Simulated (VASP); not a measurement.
Here is a VASP 6.6.1 calculation.

Contents of INCAR:

```
  ALGO = Normal
  EDIFF = 1E-7
  ENCUT = 520
  GGA = PE
  ISIF = 2
  ISMEAR = -1
  LASPH = True
  LCHARG = True
  LELF = True
  LREAL = False
  LVHAR = True
  LWAVE = False
  NBANDS = 17
  NELM = 60
  PREC = Accurate
  SIGMA = 0.1
```

KPOINTS

```
k-points
0
Gamma
  18 18 10
```

The input POSCAR:

```
Hf
1.0
    2.4532486531      0.0000000000      0.0000000000
   -1.2266243265      2.1245756554      0.0000000000
    0.0000000000      0.0000000000      4.2735563654
Hf
2
Direct
    0.3333333333      0.6666666667      0.2500000000
    0.6666666667      0.3333333333      0.7500000000
```

Potentials or basis: VASP PAW PBE potentials, release 64 (Hf_pv).

Launch:

```bash
$ cat potpaw_PBE.64/Hf_pv/POTCAR > POTCAR
$ mpirun -np 1 vasp_std > vasp.out
```

Problem. Predict the band gap on the k mesh.

Solution. Zero (bands 10 and 11 overlap by 2.11 eV).

Problem. Estimate the pressure.

Solution. 244.8 GPa.

Stress tensor (GPa, compression positive):
```
245.13   0.00   0.00
  0.00 245.13   0.00
  0.00   0.00 244.19
```

Caveat: the cell stands under pressure; spin-orbit coupling is left out, which moves the levels of the heavy elements.
